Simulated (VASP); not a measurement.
**SnO2: single point with PBEsol**

SnO2:

```
CELL_PARAMETERS angstrom
-3.24890 3.41447 3.41402
3.24890 -3.41447 3.41402
3.24890 3.41447 -3.41402
ATOMIC_POSITIONS crystal
Sn 0.99640 0.24640 0.75000
Sn 0.00360 0.75360 0.25000
Sn 0.50000 0.50000 0.50000
Sn 0.50000 0.00000 0.00000
O 0.19350 0.19623 0.50272
O 0.69756 0.75406 0.94351
O 0.19350 0.69078 0.99728
O 0.31056 0.75406 0.55649
O 0.68944 0.24594 0.44350
O 0.30244 0.24594 0.05649
O 0.80650 0.30922 0.00272
O 0.80650 0.80377 0.49728
```

```json
{
  "Program": "VASP 6.6.1",
  "Task": "single point",
  "Functional": "PBEsol",
  "Potentials or basis": "VASP PAW PBE potentials, release 64 (Sn_d, O)",
  "Cutoff": "520 eV",
  "k mesh": "8 × 8 × 8",
  "Occupations": "gaussian, width 0.02 eV",
  "Spin": "no spin polarisation",
  "Dipole correction": "no",
  "Further INCAR settings": "ALGO = Normal; EDIFF = 1e-06; NBANDS = 64"
}
```

| Quantity | Value |
| --- | --- |
| Pressure | -6.0 GPa |
| Largest force | 0.084 eV/Å |
| Band gap on the k mesh | 0.53 eV |

Forces in eV/Å, atoms in the order of the input:
```
Sn   0.000  0.000  0.059
Sn   0.000  0.000 -0.059
Sn   0.000  0.000  0.000
Sn   0.000  0.000  0.000
O   -0.038  0.000 -0.075
O    0.000 -0.076 -0.033
O    0.038  0.000 -0.075
O    0.000  0.076 -0.033
O    0.000 -0.076  0.033
O    0.000  0.076  0.033
O   -0.038  0.000  0.075
O    0.038  0.000  0.075
```

Stress tensor (GPa, compression positive):
```
-6.96  0.00  0.00
 0.00 -5.52  0.00
 0.00  0.00 -5.50
```

Levels at points of the mesh, in eV from the valence-band top:
| k point | band 49 | band 50 | band 51 | band 52 | band 53 | band 54 | band 55 | band 56 |
| --- | --- | --- | --- | --- | --- | --- | --- | --- |
| (0.00, 0.00, 0.00) | -0.78 | -0.75 | -0.74 | 0.00 | 0.53 | 4.20 | 4.20 | 5.52 |
| (0.50, 0.00, 0.00) | -0.77 | -0.76 | -0.61 | -0.61 | 3.76 | 3.76 | 5.71 | 5.72 |
| (0.00, 0.50, 0.00) | -0.82 | -0.81 | -0.51 | -0.47 | 3.88 | 3.88 | 5.46 | 5.48 |
| (0.50, 0.50, 0.00) | -0.81 | -0.81 | -0.49 | -0.49 | 3.88 | 3.88 | 5.47 | 5.47 |
| (0.50, 0.50, 0.50) | -1.19 | -1.19 | -0.86 | -0.85 | 4.14 | 4.15 | 5.45 | 5.46 |

It took 33 min on 1 thread of Oxide Virtual Turin-like Processor (shared host), peak memory 0.72 GiB.

Caveat: the cell stands under tension; the PAW data sets were made with another functional, which shifts forces and pressure a little; spin-orbit coupling is left out, which moves the levels of the heavy elements. A k mesh can miss the band edges.
